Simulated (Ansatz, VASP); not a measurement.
# One calculation of CsRe2, two programs

```
Cs Re
1.0
     0.00000    3.11560    3.11560
     3.11560    0.00000    3.11560
     3.11560    3.11560    0.00000
Cs Re
1 2
Direct
  0.00000 0.00000 0.00000
  0.25000 0.25000 0.25000
  0.75000 0.75000 0.75000
```

Alike in both runs: functional PBE; k mesh 14 × 14 × 14; occupations gaussian, width 0.1 eV; no spin polarisation.

Ansatz relaxed the structure, and its values are those at the end. VASP's run is a single point on that final structure, the one shown.

|  | VASP | Ansatz |
| --- | --- | --- |
| version | VASP 6.6.1 | Ansatz 0.2.0 |
| potentials or method | VASP PAW PBE potentials, release 64 (Cs_sv, Re), cutoff 520 eV | scalar-relativistic, plane waves, PAW |
| valence electrons in the cell | 23 | 39 |

```csv
,VASP,Ansatz,Ansatz less VASP
gap on the k mesh at the Fermi level (eV),none,none,-
pressure (GPa),5.7,0.0,-5.73
```

A gap of «none» marks a metal or a gap that the smearing closes. One of these differences is far larger than is usual between the two programs; its cause wasn't traced. The functional is the same, so the differences come from potentials, cutoffs and numerics. VASP's potentials hold 23 valence electrons a cell and Ansatz's 39, so a difference there can come from the potentials and not from the codes.

Spin-orbit coupling is off throughout.
